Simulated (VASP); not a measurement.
Here is a VASP 6.6.1 calculation.

The input INCAR:

```
SYSTEM = NiO
PREC = Accurate ; ENCUT = 520
EDIFF = 1E-6 ; ISMEAR = 0
SIGMA = 0.05 ; LREAL = .False.
LASPH = .True. ; NELM = 150
ALGO = Normal ; ISIF = 2
LWAVE = .False. ; LCHARG = .False.
MAGMOM = 0 0 1.9 0 0 0 ; LORBIT = 11
LSORBIT = .True. ; GGA_COMPAT = .False.
LORBMOM = .True. ; LMAXMIX = 4
LDAU = .True. ; LDAUTYPE = 2
LDAUL = 2 -1 ; LDAUU = 7.2 0
LDAUJ = 0 0 ; LDAUPRINT = 1
GGA = PS ; NBANDS = 28
```

The input KPOINTS:

```
regular mesh
0
Gamma
  10 10 10
  0 0 0
```

POSCAR

```
NiO
1.0
    0.0000000000      2.0913095126      2.0913095126
    2.0913095126      0.0000000000      2.0913095126
    2.0913095126      2.0913095126      0.0000000000
Ni O
1 1
Direct
    0.0000000000      0.0000000000      0.0000000000
    0.5000000000      0.5000000000      0.5000000000
```

Potentials or basis: VASP PAW PBE potentials, release 64 (Ni, O).

The run is started by

```bash
$ cat potpaw_PBE.64/Ni/POTCAR potpaw_PBE.64/O/POTCAR > POTCAR
$ mpirun -np 1 vasp_ncl > vasp.out
```

**Question.** Predict the pressure.

**Answer.** -9.4 GPa.

**Question.** Predict the net moment.

**Answer.** 1.99 μB per cell.

Moments on the atoms (μB; x, y, z):
```
Ni  0.00 0.00 1.84
O   0.00 0.00 0.15
```

Caveat: the PAW data sets were made with another functional, which shifts forces and pressure a little; a cell with one magnetic atom can't hold antiferromagnetic order, which such compounds often take. The state reached can hang on the start; a lower one may exist.
